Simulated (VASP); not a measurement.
Runs of VASP 6.6.1 on Ru. The structure is that of space group Fm-3m (No. 225), or close to it. The cells are those of the table. 

| task | cell | k mesh | cutoff (eV) | gap on the mesh (eV) | pressure (GPa) |
| --- | --- | --- | --- | --- | --- |
| single point | a = 2.738 Å, angles 60.0°, 1 atom | 14 × 14 × 14 | 520 | none | 0.7 |
| single point | a = 2.624 Å, angles 60.0°, 1 atom | 16 × 16 × 16 | 520 | none | 46.9 |
| single point | a = 2.809 Å, angles 60.0°, 1 atom | 16 × 16 × 16 | 520 | none | -16.2 |
| relaxation of cell and atoms | relaxed from a = 2.676 Å, angles 60.0°, 1 atom | 14 × 14 × 14 | 600 | none | 0.1 |
| single point | a = 2.774 Å, angles 60.0°, 1 atom | 16 × 16 × 16 | 520 | none | -8.8 |
| single point | a = 2.701 Å, angles 60.0°, 1 atom | 16 × 16 × 16 | 520 | none | (a) |
| single point | a = 2.843 Å, angles 60.0°, 1 atom | 16 × 16 × 16 | 520 | none | (b) |
| single point | a = 2.738 Å, angles 60.0°, 1 atom | 23 × 23 × 23 | 520 | none | 0.5 |
| single point | a = 2.738 Å, angles 60.0°, 1 atom | 16 × 16 × 16 | 520 | none | 0.5 |
| single point | a = 2.663 Å, angles 60.0°, 1 atom | 16 × 16 × 16 | 520 | none | 27.6 |

Alike in all rows: level BLYP; potentials or basis VASP PAW PBE potentials, release 64 (Ru_pv); no spin polarisation; smearing fermi-dirac 0.1 eV.

Problem. Estimate the missing entries.

Solution. (a) 12.5; (b) -22.0.

Caveats: the PAW data sets were made with another functional, which shifts forces and pressure a little.

A k mesh can miss the band edges, and the runs leave out spin-orbit coupling on Ru.

A gap of «none» marks levels without a gap at the run's occupations.
